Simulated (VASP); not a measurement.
# HgTe (I-4m2) in VASP: a series of runs

Runs on HgTe. Level: r2SCAN. Tasks: single point.

Everything below comes from runs of VASP 6.6.1. Logs are shortened: lines on timing, memory, paths and dates and some standing lists are left out, and cuts for length are marked.

## Step 1: The cell of the first run

Symmetry: I-4m2, No. 119, tetragonal system. Conventional cell: a = 4.512 Å, b = 4.512 Å, c = 6.839 Å, α = 90.00°, β = 90.00°, γ = 90.00°. Hg (site symmetry -4m2) has 4 Te at 2.83 Å within 3.7 Å. Te (site symmetry -4m2) has 4 Hg at 2.83 Å within 3.7 Å.

## Step 2: Single point, r2SCAN, non-collinear spin, zero start, spin-orbit coupling (epitaxial xy strain -3.0%)

Contents of POSCAR:

```
HgTe
1.0
    0.0000000000      3.1904831497      3.4196598652
    3.1904831497      0.0000000000      3.4196598652
    3.1904831497      3.1904831497      0.0000000000
Hg Te
1 1
Direct
    0.0000000000      0.0000000000      0.0000000000
    0.2500000000      0.2500000000      0.2500000000
```

Contents of INCAR.step1:

```
SYSTEM = HgTe
ALGO     = Normal         ! electronic algorithm
EDIFF    = 1E-4           ! SCF threshold, eV
ENCUT    = 520            ! plane-wave cutoff, eV
GGA      = PE             ! functional
GGA_COMPAT= .FALSE.      
ISMEAR   = -1             ! smearing method
LASPH    = .TRUE.         ! aspherical terms in the spheres
LCHARG   = .FALSE.        ! write CHGCAR
LNONCOLLINEAR= .TRUE.         ! non-collinear magnetism
LREAL    = .FALSE.        ! projectors in reciprocal space
LSORBIT  = .TRUE.         ! spin-orbit coupling
LWAVE    = .TRUE.         ! write WAVECAR
MAGMOM   = 0 0 0 0 0 0    ! initial moments
NBANDS   = 30             ! bands
NELM     = 150            ! most SCF steps
PREC     = Accurate       ! precision mode
SIGMA    = 0.02           ! smearing width, eV
```

Contents of INCAR.step2:

```
SYSTEM = HgTe
ALGO     = Normal         ! electronic algorithm
EDIFF    = 1E-7           ! SCF threshold, eV
ENCUT    = 520            ! plane-wave cutoff, eV
GGA_COMPAT= .FALSE.      
ISIF     = 2              ! what is computed and relaxed
ISMEAR   = -1             ! smearing method
ISTART   = 1            
LASPH    = .TRUE.         ! aspherical terms in the spheres
LCHARG   = .FALSE.        ! write CHGCAR
LMIXTAU  = .TRUE.       
LNONCOLLINEAR= .TRUE.         ! non-collinear magnetism
LORBIT   = 11             ! projections on sites
LORBMOM  = .TRUE.       
LREAL    = .FALSE.        ! projectors in reciprocal space
LSORBIT  = .TRUE.         ! spin-orbit coupling
LWAVE    = .FALSE.        ! write WAVECAR
MAGMOM   = 0 0 0 0 0 0    ! initial moments
METAGGA  = R2SCAN         ! meta-GGA
NBANDS   = 30             ! bands
NELM     = 150            ! most SCF steps
PREC     = Accurate       ! precision mode
SIGMA    = 0.02           ! smearing width, eV
```

Contents of KPOINTS:

```
k-points
0
G
  6 6 6
  0 0 0
```

Potentials or basis: VASP PAW PBE potentials, release 64 (Hg, Te).

On the command line:

```sh
cat potpaw_PBE.64/Hg/POTCAR potpaw_PBE.64/Te/POTCAR > POTCAR
cp INCAR.step1 INCAR
mpirun -np 1 vasp_ncl > vasp.out
cp INCAR.step2 INCAR
mpirun -np 1 vasp_ncl > vasp.out
```

OUTCAR:

```text
SYSTEM = HgTe
   EDIFF = 1E-7
   ENCUT = 520
   ISIF = 2
   ISMEAR = -1
   ISTART = 1
   LASPH = .TRUE.
   LNONCOLLINEAR = .TRUE.
   LORBIT = 11
   LREAL = .FALSE.
   LSORBIT = .TRUE.
   METAGGA = R2SCAN
   NELM = 150
   PREC = Accurate

 ion  position               nearest neighbor table
   1  0.000  0.000  0.000-   2 2.83   2 2.83   2 2.83   2 2.83
   2  0.250  0.250  0.250-   1 2.83   1 2.83   1 2.83   1 2.83

  LATTYP: Found a body centered tetragonal cell.
 ALAT       =     4.5120245408
 C/A-ratio  =     1.5157984334

  Lattice vectors:

 A1 = (  -3.1904831497,   0.0000000000,   3.4196598652)
 A2 = (   3.1904831497,   0.0000000000,   3.4196598652)
 A3 = (   0.0000000000,   3.1904831497,  -3.4196598652)

Analysis of symmetry for initial positions (statically):
=====================================================================
 Subroutine PRICEL returns:
 Original cell was already a primitive cell.

 Routine SETGRP: Setting up the symmetry group for a
 body centered tetragonal supercell.

 Subroutine GETGRP returns: Found  8 space group operations
 (whereof  8 operations were pure point group operations)
 out of a pool of 16 trial point group operations.

The static configuration has the point symmetry D_2d.

Analysis of symmetry for dynamics (positions and initial velocities):
=====================================================================
 Subroutine PRICEL returns:
 Original cell was already a primitive cell.

 Routine SETGRP: Setting up the symmetry group for a
 body centered tetragonal supercell.

 Subroutine GETGRP returns: Found  8 space group operations
 (whereof  8 operations were pure point group operations)
 out of a pool of 16 trial point group operations.

The dynamic configuration has the point symmetry D_2d.

Analysis of structural, dynamic, and magnetic symmetry:
=====================================================================
 Subroutine PRICEL returns:
 Original cell was already a primitive cell.

 Routine SETGRP: Setting up the symmetry group for a
 body centered tetragonal supercell.

 Subroutine GETGRP returns: Found  8 space group operations
 (whereof  8 operations were pure point group operations)
 out of a pool of 16 trial point group operations.

The overall configuration has the point symmetry D_2d.

 Subroutine INISYM returns: Found  8 space group operations
 (whereof  8 operations are pure point group operations),
 and found     1 'primitive' translations

----------------------------------------------------------------------------------------

                                     Primitive cell

  volume of cell :      69.6187

  direct lattice vectors                    reciprocal lattice vectors
     0.000000000  3.190483150  3.419659865    -0.156716076  0.156716076  0.146213372
     3.190483150  0.000000000  3.419659865     0.156716076 -0.156716076  0.146213372
     3.190483150  3.190483150  0.000000000     0.156716076  0.156716076 -0.146213372

  length of vectors
     4.676885323  4.676885323  4.512024541     0.265514985  0.265514985  0.265514985

  position of ions in fractional coordinates (direct lattice)
     0.000000000  0.000000000  0.000000000
     0.250000000  0.250000000  0.250000000

  ion indices of the primitive-cell ions
   primitive index   ion index
                 1           1
                 2           2

----------------------------------------------------------------------------------------

 KPOINTS: k-points

Automatic generation of k-mesh.
 Grid dimensions read from file:
 generate k-points for:    6    6    6

 Generating k-lattice:

  Cartesian coordinates                     Fractional coordinates (reciprocal lattice)
    -0.026119346  0.026119346  0.024368895     0.166666667  0.000000000  0.000000000
     0.026119346 -0.026119346  0.024368895     0.000000000  0.166666667  0.000000000
     0.026119346  0.026119346 -0.024368895     0.000000000  0.000000000  0.166666667

  Length of vectors
     0.044252497  0.044252497  0.044252497

  Shift w.r.t. Gamma in fractional coordinates (k-lattice)
     0.000000000  0.000000000  0.000000000

[... 67 lines left out ...]
   IALGO  =     38    algorithm
   IMIX   =      4    mixing-type and parameters
     AMIX     =   0.40;   BMIX     =  1.00
     AMIX_MAG =   1.60;   BMIX_MAG =  1.00
  volume/ion in A,a.u.               =      34.81       234.91
  Fermi-wavevector in a.u.,A,eV,Ry     =   1.042935  1.970861 14.799227  1.087713
  Thomas-Fermi vector in A             =   2.177622
   LORBIT       =     11    0 simple, 1 ext, 2 COOP (PROOUT), +10 PAW based schemes
   METAGGA = R2SCAN    functional components
   LHFCALC =     F    Hartree Fock is set to
   AEXX    =    0.0000 exact exchange contribution
   IVDW    =     0    specifies the selected vdW correction
   LEPSILON=     F    determine dielectric tensor
   LRPA    =     F    only Hartree local field effects (RPA)
  energy-cutoff  :      520.00
  volume of cell :       69.62
 maximum number of plane-waves:      3802
   NGX = 17   NGY = 17   NGZ = 17

 number of electron      18.0000003 magnetization       0.0000000      0.0000000      0.0000000

 number of electron      18.0000003 magnetization      -0.0000000      0.0000000     -0.0000000

 number of electron      18.0000003 magnetization       0.0000000      0.0000000     -0.0000000

 Free energy of the ion-electron system (eV)
  ---------------------------------------------------
  ext. energy  EPLUGINS =         0.00000000
  ---------------------------------------------------
  free energy    TOTEN  =       -75.51929686 eV

  energy without entropy =      -75.51925424  energy(sigma->0) =      -75.51927555

 E-fermi :   2.7899     XC(G=0):  -9.1725

 val. band max:        2.7161735310   @ k =   0.0000   0.0000   0.0000
 cond. band min:       2.8636693807   @ k =   0.0000   0.0000   0.0000
 fundamental gap:      0.1474958497
 Fermi energy:         2.7899401412

 k-point     1 :       0.0000    0.0000    0.0000
  band No.  band energies     occupation
      1      -9.6291      1.00000
      2      -9.6291      1.00000
      3      -5.7576      1.00000
      4      -5.7576      1.00000
      5      -5.7554      1.00000
      6      -5.7554      1.00000
[... 781 lines left out ...]
     29      12.6666      0.00000
     30      12.7652      0.00000

 [... further k-points ...]
[... 5 lines left out ...]
  --------------------------------------------------------------------------------------
  -------------------------------------------------------------------------------------
  Total        0.4512091      0.4512091     -0.0655175      0.0000000      0.0000000      0.0000000
  in kB       10.3839509     10.3839509     -1.5077949      0.0000000      0.0000000      0.0000000
  external PRESSURE =       6.4200357 kB  Pullay stress =       0.0000000 kB

 VOLUME and BASIS-vectors are now :
 -----------------------------------------------------------------------------
  energy-cutoff  :      520.00
  volume of cell :       69.62
      direct lattice vectors                 reciprocal lattice vectors
     0.000000000  3.190483150  3.419659865    -0.156716076  0.156716076  0.146213372
     3.190483150  0.000000000  3.419659865     0.156716076 -0.156716076  0.146213372
     3.190483150  3.190483150  0.000000000     0.156716076  0.156716076 -0.146213372

 POSITION                                       TOTAL-FORCE (eV/Angst)
 -----------------------------------------------------------------------------------
      0.00000      0.00000      0.00000        -0.000000     -0.000000      0.000000
      1.59524      1.59524      1.70983         0.000000      0.000000     -0.000000
 -----------------------------------------------------------------------------------
    total drift:                                0.000000      0.000000     -0.000000

  FREE ENERGIE OF THE ION-ELECTRON SYSTEM (eV)
  ---------------------------------------------------
  free  energy   TOTEN  =       -75.5192968578 eV

  energy  without entropy=      -75.5192542378  energy(sigma->0) =      -75.51927555

 orbital moment (x)

 # of ion     p       d       tot
 ----------------------------------------
  1         0.000  -0.000  -0.000
  2        -0.000   0.000  -0.000
 ----------------------------------------
           -0.000  -0.000  -0.000

 orbital moment (y)

 # of ion     p       d       tot
 ----------------------------------------
  1         0.000  -0.000  -0.000
  2        -0.000   0.000  -0.000
 ----------------------------------------
           -0.000  -0.000  -0.000

 orbital moment (z)

 # of ion     p       d       tot
 ----------------------------------------
  1         0.000   0.000   0.000
  2         0.000   0.000   0.000
 ----------------------------------------
            0.000   0.000   0.000

 Spin-Orbit-Coupling matrix elements

 Ion:    1  E_soc:     -0.5666913
 l=   1
     0.0000000    -0.0289856    -0.0288284
    -0.0289856     0.0000000    -0.0289856
    -0.0288284    -0.0289856     0.0000000
 l=   2
     0.0000000    -0.0131547     0.0000000    -0.0131547    -0.0524003
    -0.0131547     0.0000000    -0.0394103    -0.0128636    -0.0130760
     0.0000000    -0.0394103     0.0000000    -0.0394103     0.0000000
    -0.0131547    -0.0128636    -0.0394103     0.0000000    -0.0130760
    -0.0524003    -0.0130760     0.0000000    -0.0130760     0.0000000
 l=   3
     0.0000000     0.0000000     0.0000000     0.0000000     0.0000000     0.0000000     0.0000000
     0.0000000     0.0000000     0.0000000     0.0000000     0.0000000     0.0000000     0.0000000
     0.0000000     0.0000000     0.0000000     0.0000000     0.0000000     0.0000000     0.0000000
     0.0000000     0.0000000     0.0000000     0.0000000     0.0000000     0.0000000     0.0000000
     0.0000000     0.0000000     0.0000000     0.0000000     0.0000000     0.0000000     0.0000000
     0.0000000     0.0000000     0.0000000     0.0000000     0.0000000     0.0000000     0.0000000
     0.0000000     0.0000000     0.0000000     0.0000000     0.0000000     0.0000000     0.0000000

 Ion:    2  E_soc:     -0.2045281
 l=   1
     0.0000000    -0.0333107    -0.0352477
    -0.0333107     0.0000000    -0.0333107
    -0.0352477    -0.0333107     0.0000000
 l=   2
     0.0000000    -0.0000519     0.0000000    -0.0000519    -0.0000771
    -0.0000519     0.0000000    -0.0000605    -0.0000546    -0.0000192
     0.0000000    -0.0000605     0.0000000    -0.0000605     0.0000000
    -0.0000519    -0.0000546    -0.0000605     0.0000000    -0.0000192
    -0.0000771    -0.0000192     0.0000000    -0.0000192     0.0000000
 l=   3
     0.0000000     0.0000000     0.0000000     0.0000000     0.0000000     0.0000000     0.0000000
     0.0000000     0.0000000     0.0000000     0.0000000     0.0000000     0.0000000     0.0000000
     0.0000000     0.0000000     0.0000000     0.0000000     0.0000000     0.0000000     0.0000000
     0.0000000     0.0000000     0.0000000     0.0000000     0.0000000     0.0000000     0.0000000
     0.0000000     0.0000000     0.0000000     0.0000000     0.0000000     0.0000000     0.0000000
     0.0000000     0.0000000     0.0000000     0.0000000     0.0000000     0.0000000     0.0000000
     0.0000000     0.0000000     0.0000000     0.0000000     0.0000000     0.0000000     0.0000000

 total charge

# of ion       s       p       d       tot
------------------------------------------
    1        0.732   0.405   9.360  10.497
    2        1.372   1.998   0.031   3.400
--------------------------------------------------
tot          2.103   2.403   9.391  13.896

 magnetization (x)

# of ion       s       p       d       tot
------------------------------------------
    1        0.000   0.000   0.000   0.000
    2        0.000   0.000   0.000   0.000
--------------------------------------------------
tot          0.000   0.000   0.000   0.000

 magnetization (y)

# of ion       s       p       d       tot
------------------------------------------
    1        0.000   0.000  -0.000  -0.000
    2        0.000   0.000   0.000   0.000
--------------------------------------------------
tot          0.000   0.000  -0.000  -0.000

 magnetization (z)

# of ion       s       p       d       tot
------------------------------------------
    1        0.000   0.000   0.000   0.000
    2       -0.000   0.000  -0.000   0.000
--------------------------------------------------
tot          0.000   0.000  -0.000   0.000
```

Run time: 6.9 min. Hardware: 1 thread of Intel Xeon 6975P-C (Granite Rapids), shared host; peak memory 0.53 GiB.

Results:

| Property | Result |
| --- | --- |
| Free energy | -75.5193 eV |
| Pressure | 0.6 GPa |
| Net moment | 0.00 μB per cell |
| Valence electrons inside the program's atomic spheres | Hg 10.50; Te 3.40 |

Stress tensor (GPa, compression positive):
```
 1.04  0.00  0.00
 0.00  1.04  0.00
 0.00  0.00 -0.15
```

Moments on the atoms (μB; x, y, z):
```
Hg  0.00 0.00 0.00
Te  0.00 0.00 0.00
```

Caveat: the cell differs from its parent crystal (epitaxial xy strain -3.0%); the PAW data sets were made with another functional, which shifts forces and pressure a little.

## Step 3: Single point, r2SCAN, non-collinear spin, zero start, spin-orbit coupling (epitaxial xy strain +4.0%)

Contents of POSCAR:

```
HgTe
1.0
    0.0000000000      3.4207242017      3.0958449534
    3.4207242017      0.0000000000      3.0958449534
    3.4207242017      3.4207242017      0.0000000000
Hg Te
1 1
Direct
    0.0000000000      0.0000000000      0.0000000000
    0.2500000000      0.2500000000      0.2500000000
```

Contents of INCAR.step1:

```
SYSTEM = HgTe
PREC = Accurate
ENCUT = 520
ISMEAR = -1
SIGMA = 0.02
LREAL = .False.
LASPH = .True.
NELM = 150
LNONCOLLINEAR = .True.
MAGMOM = 0 0 0 0 0 0
LSORBIT = .True.
GGA_COMPAT = .False.
NBANDS = 30
GGA = PE
ALGO = Normal
EDIFF = 1E-4
LWAVE = .True.
LCHARG = .False.
```

Contents of INCAR.step2:

```
SYSTEM = HgTe
PREC = Accurate
ENCUT = 520
EDIFF = 1E-6
ISMEAR = -1
SIGMA = 0.02
LREAL = .False.
LASPH = .True.
NELM = 150
ALGO = Normal
ISIF = 2
LWAVE = .False.
LCHARG = .False.
LNONCOLLINEAR = .True.
MAGMOM = 0 0 0 0 0 0
LORBIT = 11
LSORBIT = .True.
GGA_COMPAT = .False.
LORBMOM = .True.
METAGGA = R2SCAN
LMIXTAU = .True.
NBANDS = 30
ISTART = 1
```

Contents of KPOINTS:

```
Automatic mesh
0
Gamma
  6 6 6
  0 0 0
```

Potentials or basis: VASP PAW PBE potentials, release 64 (Hg, Te).

On the command line:

```sh
cat potpaw_PBE.64/Hg/POTCAR potpaw_PBE.64/Te/POTCAR > POTCAR
cp INCAR.step1 INCAR
mpirun -np 1 vasp_ncl > vasp.out
cp INCAR.step2 INCAR
mpirun -np 1 vasp_ncl > vasp.out
```

Run time: 22 min. Hardware: 1 thread of Oxide Virtual Turin-like, shared host; peak memory 0.5 GiB.

It converged, with:

```yaml
Free_energy: -75.5081 eV
Pressure: -1.0 GPa
Net_moment: 0.00 μB per cell
Valence_electrons_inside_the_program's_atomic_spheres: Hg 10.46; Te 3.38
```

Stress tensor (GPa, compression positive):
```
-1.44  0.00  0.00
 0.00 -1.44  0.00
 0.00  0.00 -0.11
```

Moments on the atoms (μB; x, y, z):
```
Hg  0.00 0.00 0.00
Te  0.00 0.00 0.00
```

Caveat: the cell differs from its parent crystal (epitaxial xy strain +4.0%); the PAW data sets were made with another functional, which shifts forces and pressure a little.
